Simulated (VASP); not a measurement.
# NaHF2 (R-3m) in VASP: settings compared, part 2 of 2

VASP 6.6.1.

## Step 3: Single point, PBEsol+D3(BJ)

File INCAR:

```
SYSTEM = NaHF2
ALGO = Normal
EDIFF = 1E-6
ENCUT = 1130
GGA = PS
GGA_COMPAT = .FALSE.
ISIF = 2
ISMEAR = 0
IVDW = 12
LASPH = .TRUE.
LCHARG = .FALSE.
LREAL = .FALSE.
LWAVE = .FALSE.
NBANDS = 20
NELM = 120
PREC = Accurate
SIGMA = 0.01
```

File KPOINTS:

```
k-points
0
G
  6 6 6
  0 0 0
```

File POSCAR:

```
NaHF2
1.0
    1.6977160689      0.9801768294      4.5692389230
   -1.6977160689      0.9801768294      4.5692389230
    0.0000000000     -1.9603536588      4.5692389230
Na H F
1 1 2
Direct
    0.0000000000      0.0000000000      0.0000000000
    0.5000000000      0.5000000000      0.5000000000
    0.4172389339      0.4172389339      0.4172389339
    0.5827610661      0.5827610661      0.5827610661
```

Potentials or basis: VASP PAW PBE potentials, release 64 (Na_sv, H, F).

Command:

```
> cat potpaw_PBE.64/Na_sv/POTCAR potpaw_PBE.64/H/POTCAR potpaw_PBE.64/F/POTCAR > POTCAR
> mpirun -np 1 vasp_std > vasp.out
```

OUTCAR:

```text
SYSTEM = NaHF2
   EDIFF = 1E-6
   ENCUT = 1130
   GGA = PS
   ISIF = 2
   ISMEAR = 0
   IVDW = 12
   LASPH = .TRUE.
   LREAL = .FALSE.
   NELM = 120
   PREC = Accurate
 IVDW          = 12

 ion  position               nearest neighbor table
   1  0.000  0.000  0.000-
   2  0.500  0.500  0.500-   3 1.13   4 1.13
   3  0.417  0.417  0.417-   2 1.13
   4  0.583  0.583  0.583-   2 1.13

  LATTYP: Found a trigonal (rhomboedric) cell.
 ALAT       =     4.9720147629
 COS(alpha) =     0.7668178538

  Lattice vectors:

 A1 = (   1.6977160689,   0.9801768294,   4.5692389230)
 A2 = (  -1.6977160689,   0.9801768294,   4.5692389230)
 A3 = (   0.0000000000,  -1.9603536588,   4.5692389230)

Analysis of symmetry for initial positions (statically):
=====================================================================
 Subroutine PRICEL returns:
 Original cell was already a primitive cell.

 Routine SETGRP: Setting up the symmetry group for a
 trigonal (rhombohedral) supercell.

 Subroutine GETGRP returns: Found 12 space group operations
 (whereof 12 operations were pure point group operations)
 out of a pool of 12 trial point group operations.

The static configuration has the point symmetry D_3d.

Analysis of symmetry for dynamics (positions and initial velocities):
=====================================================================
 Subroutine PRICEL returns:
 Original cell was already a primitive cell.

 Routine SETGRP: Setting up the symmetry group for a
 trigonal (rhombohedral) supercell.

 Subroutine GETGRP returns: Found 12 space group operations
 (whereof 12 operations were pure point group operations)
 out of a pool of 12 trial point group operations.

The dynamic configuration has the point symmetry D_3d.

 Subroutine INISYM returns: Found 12 space group operations
 (whereof 12 operations are pure point group operations),
 and found     1 'primitive' translations

----------------------------------------------------------------------------------------

                                     Primitive cell

  volume of cell :      45.6210

  direct lattice vectors                    reciprocal lattice vectors
     1.697716069  0.980176829  4.569238923     0.294513322  0.170037346  0.072951609
    -1.697716069  0.980176829  4.569238923    -0.294513322  0.170037346  0.072951609
     0.000000000 -1.960353659  4.569238923     0.000000000 -0.340074692  0.072951609

  length of vectors
     4.972014763  4.972014763  4.972014763     0.347811347  0.347811347  0.347811347

  position of ions in fractional coordinates (direct lattice)
     0.000000000  0.000000000  0.000000000
     0.500000000  0.500000000  0.500000000
     0.417238934  0.417238934  0.417238934
     0.582761066  0.582761066  0.582761066

  ion indices of the primitive-cell ions
   primitive index   ion index
                 1           1
                 2           2
                 3           3
                 4           4

----------------------------------------------------------------------------------------

 KPOINTS: k-points

Automatic generation of k-mesh.
 Grid dimensions read from file:
 generate k-points for:    6    6    6

 Generating k-lattice:

  Cartesian coordinates                     Fractional coordinates (reciprocal lattice)
     0.049085554  0.028339558  0.012158602     0.166666667 -0.000000000  0.000000000
    -0.049085554  0.028339558  0.012158602    -0.000000000  0.166666667  0.000000000
     0.000000000 -0.056679115  0.012158602     0.000000000  0.000000000  0.166666667

  Length of vectors
     0.057968558  0.057968558  0.057968558

  Shift w.r.t. Gamma in fractional coordinates (k-lattice)
     0.000000000  0.000000000  0.000000000

 Subroutine IBZKPT returns following result:
 ===========================================

 Found     32 irreducible k-points:

 Following reciprocal coordinates:
            Coordinates               Weight
  0.000000  0.000000  0.000000      1.000000
  0.166667  0.000000 -0.000000      6.000000
  0.333333 -0.000000  0.000000      6.000000
  0.500000  0.000000 -0.000000      3.000000
  0.166667  0.166667 -0.000000      6.000000
  0.333333  0.166667 -0.000000     12.000000
[... 16 lines left out ...]
  0.500000  0.500000  0.166667      6.000000
 -0.333333  0.500000  0.166667     12.000000
 [... further k-points ...]
   k-points           NKPTS =     32   k-points in BZ     NKDIM =     32   number of bands    NBANDS=     20
   number of dos      NEDOS =    301   number of ions     NIONS =      4
   total plane-waves  NPLWV = 175616
   dimension x,y,z NGX =    56 NGY =   56 NGZ =   56
   dimension x,y,z NGXF=   112 NGYF=  112 NGZF=  112
   ions per type =               1   1   2
   NGX,Y,Z   is equivalent  to a cutoff of  18.72, 18.72, 18.72 a.u.
   NGXF,Y,Z  is equivalent  to a cutoff of  37.45, 37.45, 37.45 a.u.
 SYSTEM =  NaHF2
   PREC   = accura    normal or accurate (medium, high low for compatibility)
   ISTART =      0    job   : 0-new  1-cont  2-samecut
   ICHARG =      2    charge: 1-file 2-atom 10-const
   ISPIN  =      1    spin polarized calculation?
   LNONCOLLINEAR =      F non collinear calculations
   LSORBIT =      F    spin-orbit coupling
   LASPH  =      T    aspherical Exc in radial PAW
   ENCUT  = 1130.0 eV  83.05 Ry    9.11 a.u.  13.63 13.63 13.63*2*pi/ulx,y,z
   NELM   =    120;   NELMIN=  2; NELMDL= -5     # of ELM steps
   EDIFF  = 0.1E-05   stopping-criterion for ELM
   LREAL  =      F    real-space projection
[... 7 lines left out ...]
   TEBEG  =    0.0;   TEEND  =   0.0 temperature during run
   PSTRESS=    0.0 pullay stress
   NELECT =      24.0000    total number of electrons
   NUPDOWN=      -1.0000    fix difference up-down
   EMIN   =  10.00;   EMAX   =-10.00  energy-range for DOS
   EFERMI =   0.00;   METHOD = LEGACY
   ISMEAR =     0;   SIGMA  =   0.01  broadening in eV -4-tet -1-fermi 0-gaus
   EFERMI_NEDOS =   21; number of points for ismear=-14 and -15
   IALGO  =     38    algorithm
   IMIX   =      4    mixing-type and parameters
     AMIX     =   0.40;   BMIX     =  1.00
     AMIX_MAG =   1.60;   BMIX_MAG =  1.00
  volume/ion in A,a.u.               =      11.41        76.97
  Fermi-wavevector in a.u.,A,eV,Ry     =   1.321571  2.497406 23.763240  1.746549
  Thomas-Fermi vector in A             =   2.451315
   LORBIT       =      0    0 simple, 1 ext, 2 COOP (PROOUT), +10 PAW based schemes
   GGA     = PS    functional components
   LHFCALC =     F    Hartree Fock is set to
   AEXX    =    0.0000 exact exchange contribution
   IVDW    =    12    specifies the selected vdW correction
   LEPSILON=     F    determine dielectric tensor
   LRPA    =     F    only Hartree local field effects (RPA)
 non-spin polarized calculation
 Gauss-broadening in eV      SIGMA  =   0.01
  energy-cutoff  :     1130.00
  volume of cell :       45.62
 maximum number of plane-waves:      3973
 NGX is ok and might be reduce to    56
   NGX = 27   NGY = 27   NGZ = 27

 number of electron      24.0000001 magnetization

 Free energy of the ion-electron system (eV)
  ---------------------------------------------------
  ext. energy  EPLUGINS =         0.00000000
  ---------------------------------------------------
  free energy    TOTEN  =       -17.71184278 eV

  energy without entropy =      -17.71184278  energy(sigma->0) =      -17.71184278

 E-fermi :  -3.4751     XC(G=0):  -8.3931

 val. band max:       -3.5491329260   @ k =   0.5000   0.5000   0.5000
 cond. band min:       3.4998387517   @ k =   0.0000   0.0000   0.0000
 fundamental gap:      7.0489716777
 Fermi energy:        -3.4751053839

 k-point     1 :       0.0000    0.0000    0.0000
  band No.  band energies     occupation
      1     -49.6729      2.00000
      2     -24.0334      2.00000
      3     -22.9256      2.00000
      4     -21.7372      2.00000
      5     -21.7372      2.00000
      6     -21.4998      2.00000
[... 12 lines left out ...]
     19      18.1915      0.00000
     20      18.1915      0.00000
[... 507 lines left out ...]
 k-point    24 :      -0.3333    0.5000    0.1667
  band No.  band energies     occupation
      1     -49.6666      2.00000
      2     -23.9060      2.00000
      3     -22.9822      2.00000
      4     -21.7792      2.00000
      5     -21.7338      2.00000
      6     -21.5082      2.00000
[... 12 lines left out ...]
     19      16.6893      0.00000
     20      17.4043      0.00000

 [... further k-points ...]

------------------------ aborting loop because EDIFF is reached ----------------------------------------

 Edisp (eV)   -0.29217

 E8    (eV) :    -0.1745

  FORCE on cell =-STRESS in cart. coord.  units (eV):
  Direction    XX          YY          ZZ          XY          YZ          ZX
  --------------------------------------------------------------------------------------
  -------------------------------------------------------------------------------------
  Total       0.11897     0.11897     0.48191     0.00000     0.00000    -0.00000
  in kB       4.17816     4.17816    16.92427     0.00000     0.00000    -0.00000
  external pressure =        8.43 kB  Pullay stress =        0.00 kB

 VOLUME and BASIS-vectors are now :
 -----------------------------------------------------------------------------
  energy-cutoff  :     1130.00
  volume of cell :       45.62
      direct lattice vectors                 reciprocal lattice vectors
     1.697716069  0.980176829  4.569238923     0.294513322  0.170037346  0.072951609
    -1.697716069  0.980176829  4.569238923    -0.294513322  0.170037346  0.072951609
     0.000000000 -1.960353659  4.569238923     0.000000000 -0.340074692  0.072951609

 POSITION                                       TOTAL-FORCE (eV/Angst)
 -----------------------------------------------------------------------------------
      0.00000      0.00000      0.00000         0.000000      0.000000      0.000000
      0.00000      0.00000      6.85386        -0.000000      0.000000      0.000000
      0.00000      0.00000      5.71939        -0.000000     -0.000000     -0.155524
      0.00000      0.00000      7.98832        -0.000000      0.000000      0.155524
 -----------------------------------------------------------------------------------
    total drift:                                0.000000      0.000000     -0.000000

  FREE ENERGIE OF THE ION-ELECTRON SYSTEM (eV)
  ---------------------------------------------------
  free  energy   TOTEN  =       -18.0040096452 eV

  energy  without entropy=      -18.0040096452  energy(sigma->0) =      -18.00400965
```

Wall time 2.2 min (1 thread of Intel Xeon Platinum 8259CL at 2.50GHz (Skylake/Cascade Lake), shared host); peak memory 0.45 GiB.

Results:

```yaml
Free_energy: -18.0040 eV
Pressure: 0.8 GPa
Largest_force: 0.156 eV/Å
Band_gap_on_the_k_mesh: 7.05 eV (least direct gap 7.24 eV)
Dispersion_energy_per_atom: -0.073 eV
```

Forces on the atoms (eV/Å):
```
Na   0.000  0.000  0.000
H    0.000  0.000  0.000
F    0.000  0.000 -0.156
F    0.000  0.000  0.156
```

Caveat: the PAW data sets were made with another functional, which shifts forces and pressure a little.

## Step 4: Single point, PBEsol

File INCAR:

```
SYSTEM = NaHF2
  PREC = Accurate
  ENCUT = 1130
  EDIFF = 1E-6
  ISMEAR = 0
  SIGMA = 0.01
  LREAL = .FALSE.
  LASPH = .TRUE.
  NELM = 120
  ALGO = Normal
  ISIF = 2
  LWAVE = .FALSE.
  LCHARG = .TRUE.
  GGA = PS
  LELF = .TRUE.
  LVHAR = .TRUE.
  NBANDS = 20
  GGA_COMPAT = .FALSE.
```

File KPOINTS:

```
regular mesh
0
G
  6 6 6
  0 0 0
```

POSCAR is that of step 3.

Command:

```
> cat potpaw_PBE.64/Na_sv/POTCAR potpaw_PBE.64/H/POTCAR potpaw_PBE.64/F/POTCAR > POTCAR
> mpirun -np 1 vasp_std > vasp.out
```

It took 3.8 min on 1 thread of Intel Xeon Platinum 8259CL at 2.50GHz (Skylake/Cascade Lake), shared host; peak memory 0.45 GiB.

Results (log left out):

```yaml
Free_energy: -17.7118 eV
Pressure: 1.9 GPa
Largest_force: 0.157 eV/Å
Band_gap_on_the_k_mesh: 7.05 eV (least direct gap 7.24 eV)
```

Forces on the atoms (eV/Å):
```
Na   0.000  0.000  0.000
H    0.000  0.000  0.000
F    0.000  0.000 -0.157
F    0.000  0.000  0.157
```

Stress tensor (GPa, compression positive):
```
1.49 0.00 0.00
0.00 1.49 0.00
0.00 0.00 2.74
```

Levels at points of the mesh, in eV from the valence-band top:
```tsv
k point	band 10	band 11	band 12	band 13	band 14	band 15
(0.00, 0.00, 0.00)	-0.24	-0.24	-0.19	7.05	13.39	14.60
(0.50, 0.00, 0.00)	-0.58	-0.39	-0.34	11.29	12.09	15.48
(0.50, 0.50, 0.00)	-0.87	-0.58	-0.14	12.22	12.44	13.88
(0.50, 0.50, 0.50)	-0.73	0.00	0.00	8.79	10.04	16.43
```

Caveat: the PAW data sets were made with another functional, which shifts forces and pressure a little. A k mesh can miss the band edges.
